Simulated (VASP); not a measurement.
# Sn (P6/mmm) in VASP: a series of runs

The runs below take Sn through relaxation of cell and atoms, with PBE.

Program: VASP 6.6.1. These are calculated values, not measurements. Logs are shortened: lines on timing, memory, paths and dates and some standing lists are left out, and cuts for length are marked.

## (1) The cell of the first run

The structure is hexagonal, space group P6/mmm (No. 191). Conventional cell: a = 4.732 Å, b = 4.732 Å, c = 2.934 Å, α = 90.00°, β = 90.00°, γ = 120.00°. Within 3.9 Å of Sn (site symmetry 6/mmm) lie 14 Sn at 2.93 to 3.10 Å. Sn (site symmetry -6m2) has 11 Sn at 2.73 to 3.10 Å within 3.6 Å.

This isn't the form of Sn at room conditions, which is tetragonal (white tin).

## (2) Relaxation of cell and atoms, PBE, target pressure 44 GPa, at which the enthalpy is minimised

Input file INCAR:

```
SYSTEM = Sn
  PREC = Accurate
  ENCUT = 600
  EDIFF = 1E-6
  ISMEAR = -1
  SIGMA = 0.05
  LREAL = .FALSE.
  LASPH = .TRUE.
  NELM = 80
  ALGO = Normal
  ISIF = 3
  LWAVE = .FALSE.
  LCHARG = .FALSE.
  GGA = PE
  IBRION = 2
  NSW = 60
  EDIFFG = -0.005
  PSTRESS = 440.0
```

Input file KPOINTS:

```
regular mesh
0
G
  8 8 11
  0 0 0
```

Input file POSCAR:

```
Sn
1.0
    4.7322165626      0.0000000000      0.0000000000
   -2.3661082813      4.0982197595      0.0000000000
    0.0000000000      0.0000000000      2.9339742688
Sn
3
Direct
    0.0000000000      0.0000000000      0.0000000000
    0.3333333333      0.6666666667      0.5000000000
    0.6666666667      0.3333333333      0.5000000000
```

Potentials or basis: VASP PAW PBE potentials, release 64 (Sn_d).

Command:

```sh
$ cat potpaw_PBE.64/Sn_d/POTCAR > POTCAR
$ mpirun -np 1 vasp_std > vasp.out
```

OUTCAR:

```text
SYSTEM = Sn
   PREC = Accurate
   ENCUT = 600
   EDIFF = 1E-6
   ISMEAR = -1
   LREAL = .FALSE.
   LASPH = .TRUE.
   NELM = 80
   ISIF = 3
   GGA = PE
   IBRION = 2
   NSW = 60
   EDIFFG = -0.005
   PSTRESS = 440.0

 ion  position               nearest neighbor table
   1  0.000  0.000  0.000-   2 3.10   3 3.10   2 3.10   3 3.10   3 3.10   3 3.10   2 3.10   2 3.10
                             3 3.10   3 3.10   2 3.10   2 3.10
   2  0.333  0.667  0.500-   3 2.73   3 2.73   3 2.73   1 3.10   1 3.10   1 3.10   1 3.10   1 3.10
                             1 3.10
   3  0.667  0.333  0.500-   2 2.73   2 2.73   2 2.73   1 3.10   1 3.10   1 3.10   1 3.10   1 3.10
                             1 3.10

  LATTYP: Found a hexagonal cell.
 ALAT       =     4.7322165626
 C/A-ratio  =     0.6200000000

  Lattice vectors:

 A1 = (   4.7322165626,   0.0000000000,   0.0000000000)
 A2 = (  -2.3661082813,   4.0982197595,   0.0000000000)
 A3 = (   0.0000000000,   0.0000000000,   2.9339742688)

Analysis of symmetry for initial positions (statically):
=====================================================================
 Subroutine PRICEL returns:
 Original cell was already a primitive cell.

 Routine SETGRP: Setting up the symmetry group for a
 hexagonal supercell.

 Subroutine GETGRP returns: Found 24 space group operations
 (whereof 24 operations were pure point group operations)
 out of a pool of 24 trial point group operations.

The static configuration has the point symmetry D_6h.

Analysis of symmetry for dynamics (positions and initial velocities):
=====================================================================
 Subroutine PRICEL returns:
 Original cell was already a primitive cell.

 Routine SETGRP: Setting up the symmetry group for a
 hexagonal supercell.

 Subroutine GETGRP returns: Found 24 space group operations
 (whereof 24 operations were pure point group operations)
 out of a pool of 24 trial point group operations.

The dynamic configuration has the point symmetry D_6h.

 Subroutine INISYM returns: Found 24 space group operations
 (whereof 24 operations are pure point group operations),
 and found     1 'primitive' translations

----------------------------------------------------------------------------------------

                                     Primitive cell

  volume of cell :      56.9005

  direct lattice vectors                    reciprocal lattice vectors
     4.732216563  0.000000000  0.000000000     0.211317463  0.122004194  0.000000000
    -2.366108281  4.098219760  0.000000000     0.000000000  0.244008389  0.000000000
     0.000000000  0.000000000  2.933974269     0.000000000  0.000000000  0.340834618

  length of vectors
     4.732216563  4.732216563  2.933974269     0.244008389  0.244008389  0.340834618

  position of ions in fractional coordinates (direct lattice)
     0.000000000  0.000000000  0.000000000
     0.333333333  0.666666667  0.500000000
     0.666666667  0.333333333  0.500000000

  ion indices of the primitive-cell ions
   primitive index   ion index
                 1           1
                 2           2
                 3           3

----------------------------------------------------------------------------------------

 KPOINTS: regular mesh

Automatic generation of k-mesh.
 Grid dimensions read from file:
 generate k-points for:    8    8   11

 Generating k-lattice:

  Cartesian coordinates                     Fractional coordinates (reciprocal lattice)
     0.026414683  0.015250524  0.000000000     0.125000000 -0.000000000  0.000000000
     0.000000000  0.030501049  0.000000000     0.000000000  0.125000000  0.000000000
     0.000000000  0.000000000  0.030984965     0.000000000  0.000000000  0.090909091

  Length of vectors
     0.030501049  0.030501049  0.030984965

  Shift w.r.t. Gamma in fractional coordinates (k-lattice)
     0.000000000  0.000000000  0.000000000

 Subroutine IBZKPT returns following result:
 ===========================================

 Found     60 irreducible k-points:

 Following reciprocal coordinates:
            Coordinates               Weight
  0.000000  0.000000  0.000000      1.000000
  0.125000 -0.000000  0.000000      6.000000
  0.250000 -0.000000  0.000000      6.000000
  0.375000  0.000000  0.000000      6.000000
  0.500000 -0.000000  0.000000      3.000000
  0.125000  0.125000  0.000000      6.000000
[... 16 lines left out ...]
  0.250000 -0.000000  0.181818     12.000000
  0.375000  0.000000  0.181818     12.000000
 [... further k-points ...]
   k-points           NKPTS =     60   k-points in BZ     NKDIM =     60   number of bands    NBANDS=     25
   number of dos      NEDOS =    301   number of ions     NIONS =      3
   total plane-waves  NPLWV =  38400
   dimension x,y,z NGX =    40 NGY =   40 NGZ =   24
   dimension x,y,z NGXF=    80 NGYF=   80 NGZF=   48
   ions per type =               3
   NGX,Y,Z   is equivalent  to a cutoff of  14.05, 14.05, 13.60 a.u.
   NGXF,Y,Z  is equivalent  to a cutoff of  28.10, 28.10, 27.20 a.u.
 SYSTEM =  Sn
   PREC   = accura    normal or accurate (medium, high low for compatibility)
   ISTART =      0    job   : 0-new  1-cont  2-samecut
   ICHARG =      2    charge: 1-file 2-atom 10-const
   ISPIN  =      1    spin polarized calculation?
   LNONCOLLINEAR =      F non collinear calculations
   LSORBIT =      F    spin-orbit coupling
   LASPH  =      T    aspherical Exc in radial PAW
   ENCUT  =  600.0 eV  44.10 Ry    6.64 a.u.   9.45  9.45  5.86*2*pi/ulx,y,z
   NELM   =     80;   NELMIN=  2; NELMDL= -5     # of ELM steps
   EDIFF  = 0.1E-05   stopping-criterion for ELM
   LREAL  =      F    real-space projection
   EDIFFG = -.5E-02   stopping-criterion for IOM
   NSW    =     60    number of steps for IOM
   IBRION =      2    ionic relax: 0-MD 1-quasi-New 2-CG
   NFREE  =      1    steps in history (QN), initial steepest desc. (CG)
   ISIF   =      3    stress and relaxation
   ISYM   =      2    0-nonsym 1-usesym 2-fastsym
   POTIM  = 0.5000    time-step for ionic-motion
   TEBEG  =    0.0;   TEEND  =   0.0 temperature during run
   PSTRESS=  440.0 pullay stress
   NELECT =      42.0000    total number of electrons
   NUPDOWN=      -1.0000    fix difference up-down
   EMIN   =  10.00;   EMAX   =-10.00  energy-range for DOS
   EFERMI =   0.00;   METHOD = LEGACY
   ISMEAR =    -1;   SIGMA  =   0.05  broadening in eV -4-tet -1-fermi 0-gaus
   EFERMI_NEDOS =   21; number of points for ismear=-14 and -15
   IALGO  =     38    algorithm
   IMIX   =      4    mixing-type and parameters
     AMIX     =   0.40;   BMIX     =  1.00
     AMIX_MAG =   1.60;   BMIX_MAG =  1.00
  volume/ion in A,a.u.               =      18.97       127.99
  Fermi-wavevector in a.u.,A,eV,Ry     =   1.479514  2.795877 29.782650  2.188963
  Thomas-Fermi vector in A             =   2.593663
   LORBIT       =      0    0 simple, 1 ext, 2 COOP (PROOUT), +10 PAW based schemes
   GGA     = PE    functional components
   LHFCALC =     F    Hartree Fock is set to
   AEXX    =    0.0000 exact exchange contribution
   IVDW    =     0    specifies the selected vdW correction
   LEPSILON=     F    determine dielectric tensor
   LRPA    =     F    only Hartree local field effects (RPA)
 conjugate gradient relaxation of ions
 non-spin polarized calculation
  energy-cutoff  :      600.00
  volume of cell :       56.90
 maximum number of plane-waves:      1921
 NGX is ok and might be reduce to    40
   NGX = 19   NGY = 19   NGZ = 11

--------------------------------------- Ionic step        1  -------------------------------------------

 number of electron      41.9999991 magnetization

 Free energy of the ion-electron system (eV)
  ---------------------------------------------------
  ext. energy  EPLUGINS =         0.00000000
  ---------------------------------------------------
  free energy    TOTEN  =        -8.60952753 eV

  energy without entropy =       -8.59359231  energy(sigma->0) =       -8.60155992

------------------------ aborting loop because EDIFF is reached ----------------------------------------

  FORCE on cell =-STRESS in cart. coord.  units (eV):
  Direction    XX          YY          ZZ          XY          YZ          ZX
  --------------------------------------------------------------------------------------
  -------------------------------------------------------------------------------------
  Total       16.8061703     16.8061703     14.8261574     -0.0000000      0.0000000     -0.0000000
  in kB      473.2201049    473.2201049    417.4678500     -0.0000000      0.0000000     -0.0000000
  external PRESSURE =      14.6360199 kB  Pullay stress =     440.0000000 kB
[... 96 lines left out ...]
  FREE ENERGIE OF THE ION-ELECTRON SYSTEM (eV)
  ---------------------------------------------------
  free  energy   TOTEN  =        -9.0899127971 eV

  energy  without entropy=       -9.0773595662  energy(sigma->0) =       -9.08363618

  enthalpy is  TOTEN    =         6.9801455784 eV   P V=       16.0700583755

[... ionic steps 4 to 9 ...]

--------------------------------------- Ionic step       10  -------------------------------------------

 number of electron      42.0000000 magnetization

------------------------ aborting loop because EDIFF is reached ----------------------------------------

  FORCE on cell =-STRESS in cart. coord.  units (eV):
  Direction    XX          YY          ZZ          XY          YZ          ZX
  --------------------------------------------------------------------------------------
  -------------------------------------------------------------------------------------
  Total       15.7782910     15.7782910     15.7277655     -0.0000000      0.0000000      0.0000000
  in kB      440.5068990    440.5068991    439.0962986     -0.0000000      0.0000000      0.0000000
  external PRESSURE =       0.0366989 kB  Pullay stress =     440.0000000 kB
[... 63 lines left out ...]
  enthalpy is  TOTEN    =         6.9501640510 eV   P V=       15.7595598949

--------------------------------------- Ionic step       12  -------------------------------------------

 number of electron      42.0000000 magnetization

 Free energy of the ion-electron system (eV)
  ---------------------------------------------------
  ext. energy  EPLUGINS =         0.00000000
  ---------------------------------------------------
  free energy    TOTEN  =        -8.80958459 eV

  energy without entropy =       -8.79680703  energy(sigma->0) =       -8.80319581

 E-fermi :  13.1982     XC(G=0): -12.1193

 val. band max:       13.1886761877   @ k =   0.2500   0.1250   0.3636
 cond. band min:      13.2046565128   @ k =   0.0000   0.0000   0.1818
 fundamental gap:      0.0159803251
 Fermi energy:        13.1982384133

 k-point     1 :       0.0000    0.0000    0.0000
  band No.  band energies     occupation
      1      -9.1745      2.00000
      2      -9.0001      2.00000
      3      -8.8537      2.00000
      4      -8.7697      2.00000
      5      -8.7697      2.00000
      6      -8.6968      2.00000
[... 661 lines left out ...]
     24      17.6722      0.00000
     25      18.1237      0.00000

 [... further k-points ...]

------------------------ aborting loop because EDIFF is reached ----------------------------------------

  FORCE on cell =-STRESS in cart. coord.  units (eV):
  Direction    XX          YY          ZZ          XY          YZ          ZX
  --------------------------------------------------------------------------------------
  -------------------------------------------------------------------------------------
  Total       15.7640673     15.7640673     15.7693896      0.0000000      0.0000000      0.0000000
  in kB      440.1207140    440.1207141    440.2693079      0.0000000      0.0000000      0.0000000
  external PRESSURE =       0.1702453 kB  Pullay stress =     440.0000000 kB
[... 18 lines left out ...]
  FREE ENERGIE OF THE ION-ELECTRON SYSTEM (eV)
  ---------------------------------------------------
  free  energy   TOTEN  =        -8.8095845867 eV

  energy  without entropy=       -8.7968070276  energy(sigma->0) =       -8.80319581

  enthalpy is  TOTEN    =         6.9501590434 eV   P V=       15.7597436301

 reached required accuracy - stopping structural energy minimisation
```

Wall time 3.3 min (1 thread of Intel Xeon 6975P-C (Granite Rapids), shared host); peak memory 0.25 GiB.

What came out:

```
Free energy                                                : -8.8096 eV
Relaxed volume                                             : 19.13 Å³/atom
Relaxed cell                                               : a = 4.845 Å, b = 4.845 Å, c = 2.822 Å, α = 90.00°, β = 90.00°, γ = 120.00°
Space group after relaxing (to 0.1 Å)                      : P6/mmm (No. 191)
Energy change on relaxing (the run minimises the enthalpy) : -66.7 meV/atom
Ionic steps                                                : 12
Pressure after relaxing                                    : 44.0 GPa
Band gap on the k mesh                                     : zero (bands 21 and 22 overlap by 6.09 eV)
```

Step by step:
| step | energy change (eV) | largest force (eV/Å) | pressure (GPa) | volume (Å³) |
| --- | --- | --- | --- | --- |
| 1 | 0.0000 | 0.0000 | 45.46 | 56.90 |
| 2 | -0.4259 | 0.0000 | 40.27 | 58.32 |
| 3 | -0.4804 | 0.0000 | 39.57 | 58.52 |
| 4 | -0.4835 | 0.0000 | 39.78 | 58.49 |
| 5 | -0.4778 | 0.0000 | 40.07 | 58.45 |
| 6 | -0.3560 | 0.0000 | 41.77 | 57.97 |
| 7 | -0.2099 | 0.0000 | 43.85 | 57.42 |
| 8 | -0.2008 | 0.0000 | 44.01 | 57.39 |
| 9 | -0.2007 | 0.0000 | 44.00 | 57.39 |
| 10 | -0.2004 | 0.0000 | 44.00 | 57.39 |
| 11 | -0.1999 | 0.0000 | 44.02 | 57.39 |
| 12 | -0.2001 | 0.0000 | 44.02 | 57.39 |

Final structure:
```cif
data_structure
_symmetry_space_group_name_H-M 'P 1'
_symmetry_Int_Tables_number 1
_cell_length_a 4.8455
_cell_length_b 4.8455
_cell_length_c 2.8223
_cell_angle_alpha 90.000
_cell_angle_beta 90.000
_cell_angle_gamma 120.000
_cell_volume 57.39
loop_
_atom_site_label
_atom_site_type_symbol
_atom_site_fract_x
_atom_site_fract_y
_atom_site_fract_z
_atom_site_occupancy
Sn1 Sn 0.00000 0.00000 0.00000 1
Sn2 Sn 0.33333 0.66667 0.50000 1
Sn3 Sn 0.66667 0.33333 0.50000 1
```

Caveat: the cell is relaxed towards a set pressure, so the run minimises the enthalpy, not the energy; spin-orbit coupling is left out, which moves the levels of the heavy elements.

## (3) Relaxation of cell and atoms, PBE, target pressure 44 GPa, at which the enthalpy is minimised

This run uses another cell than the first one, of 19.13 Å³/atom.

Input file INCAR:

```
PREC     = Accurate       # precision mode
ENCUT    = 600            # plane-wave cutoff, eV
EDIFF    = 1E-6           # SCF threshold, eV
ISMEAR   = -1             # smearing method
SIGMA    = 0.05           # smearing width, eV
LREAL    = F              # projectors in reciprocal space
LASPH    = T              # aspherical terms in the spheres
NELM     = 80             # most SCF steps
ALGO     = Normal         # electronic algorithm
ISIF     = 3              # what is computed and relaxed
LWAVE    = F              # write WAVECAR
LCHARG   = F              # write CHGCAR
GGA      = PE             # functional
IBRION   = 2              # ionic algorithm
NSW      = 32             # ionic steps
EDIFFG   = -0.005         # ionic threshold
PSTRESS  = 440.0
```

Input file KPOINTS:

```
regular mesh
0
Gamma
  8 8 11
```

Input file POSCAR:

```
Sn
1.0
    4.8454125805      0.0000000000      0.0000000000
   -2.4227062902      4.1962503865      0.0000000000
    0.0000000000      0.0000000000      2.8225539640
Sn
3
Direct
    0.0000000000      0.0000000000      0.0000000000
    0.3333333333      0.6666666667      0.5000000000
    0.6666666667      0.3333333333      0.5000000000
```

Potentials or basis: VASP PAW PBE potentials, release 64 (Sn_d).

Command:

```sh
$ cat potpaw_PBE.64/Sn_d/POTCAR > POTCAR
$ mpirun -np 1 vasp_std > vasp.out
```

Run time: 29 s. Hardware: 1 thread of Intel Xeon 6975P-C (Granite Rapids), shared host; peak memory 0.23 GiB.

It converged, with:

```yaml
Free_energy: -8.8109 eV
Pressure_after_relaxing: 44.0 GPa
Band_gap_on_the_k_mesh: zero (bands 21 and 22 overlap by 6.09 eV)
```

Final structure:
```
CELL_PARAMETERS angstrom
4.84541 0.00000 0.00000
-2.42271 4.19625 0.00000
0.00000 0.00000 2.82255
ATOMIC_POSITIONS crystal
Sn 0.00000 0.00000 0.00000
Sn 0.33333 0.66667 0.50000
Sn 0.66667 0.33333 0.50000
```

Levels at points of the mesh, in eV from the Fermi level:
| k point | band 17 | band 18 | band 19 | band 20 | band 21 | band 22 | band 23 | band 24 | band 25 |
| --- | --- | --- | --- | --- | --- | --- | --- | --- | --- |
| (0.00, 0.00, 0.00) | -5.78 | -5.54 | -4.07 | -4.07 | -4.01 | -4.01 | 4.71 | 8.96 | 11.01 |
| (0.50, 0.00, 0.00) | -11.83 | -7.27 | -6.71 | 1.72 | 1.79 | 2.89 | 2.95 | 4.92 | 7.40 |

Caveat: the relaxation stopped at its first step, so nothing moved; the cell is relaxed towards a set pressure, so the run minimises the enthalpy, not the energy; spin-orbit coupling is left out, which moves the levels of the heavy elements.
